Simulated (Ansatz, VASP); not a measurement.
**Two plane-wave programs on TaN**

```xyz
2
Lattice="-0.9151 1.8302 1.8302 1.8302 -0.9151 1.8302 1.8302 1.8302 -0.9151" Properties=species:S:1:pos:R:3 pbc="T T T"
Ta    1.3727    1.3727    1.3727
N     0.0000    0.0000    0.0000
```

Alike in both runs: task single point; functional r2SCAN; k mesh 20 × 20 × 20; occupations gaussian, width 0.15 eV; no spin polarisation.

```csv
,VASP,Ansatz
version,VASP 6.6.1,Ansatz 0.2.0
potentials or method,"VASP PAW PBE potentials, release 64 (Ta_sv_GW, N), cutoff 660 eV","scalar-relativistic, plane waves, PAW"
valence electrons in the cell,18,18
```

Ansatz gave:

| Item | Value |
| --- | --- |
| gap on the k mesh at the Fermi level (eV) | none |
| pressure (GPa) | -3.8 |

Which values does VASP return?

gap on the k mesh at the Fermi level (eV): none; pressure (GPa): -4.0.

VASP's potentials were made for PBE, not for r2SCAN. A gap of «none» marks a metal or a gap that the smearing closes. The functional is the same, so the differences come from potentials, cutoffs and numerics.

Neither program's run includes spin-orbit coupling.
